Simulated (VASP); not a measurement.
Set up this calculation in VASP 6.6.1, as the native input.

| Quantity | Value |
| --- | --- |
| Task | single point |
| Functional | PBE |
| Potentials or basis | VASP PAW PBE potentials, release 64 (Hg) |
| Cutoff | 500 eV |
| k mesh | 16 × 16 × 16 |
| Occupations | gaussian, width 0.05 eV |
| Spin | no spin polarisation |
| Dipole correction | no |
| Further INCAR settings | ALGO = Normal; EDIFF = 1e-06; NBANDS = 12 |

The structure of Hg lies in POSCAR:

```
Hg
1.0
    2.0112465469      1.1611937353      2.0603613927
   -2.0112465469      1.1611937353      2.0603613927
    0.0000000000     -2.3223874706      2.0603613927
Hg
1
Direct
    0.0000000000      0.0000000000      0.0000000000
```

The input as run:

INCAR

```
SYSTEM = Hg
  PREC = Accurate
  ENCUT = 500
  EDIFF = 1E-6
  ISMEAR = 0
  SIGMA = 0.05
  LREAL = .False.
  LASPH = .True.
  NELM = 120
  ALGO = Normal
  ISIF = 2
  LWAVE = .False.
  LCHARG = .False.
  GGA = PE
  NBANDS = 12
  GGA_COMPAT = .False.
```

KPOINTS

```
regular mesh
0
Gamma
  16 16 16
  0 0 0
```

Potentials or basis: VASP PAW PBE potentials, release 64 (Hg).

Command:

```bash
$ cat potpaw_PBE.64/Hg/POTCAR > POTCAR
$ mpirun -np 1 vasp_std > vasp.out
```

It gave:

```
Pressure               : 0.2 GPa
Band gap on the k mesh : zero (band 6 reaches 3.83 eV, above the bottom of band 7 at 0.09 eV)
```

Caveat: spin-orbit coupling is left out, which moves the levels of the heavy elements.

Run time: 67 s on 1 thread of Intel Xeon 8259CL (shared host), peak memory 0.24 GiB.
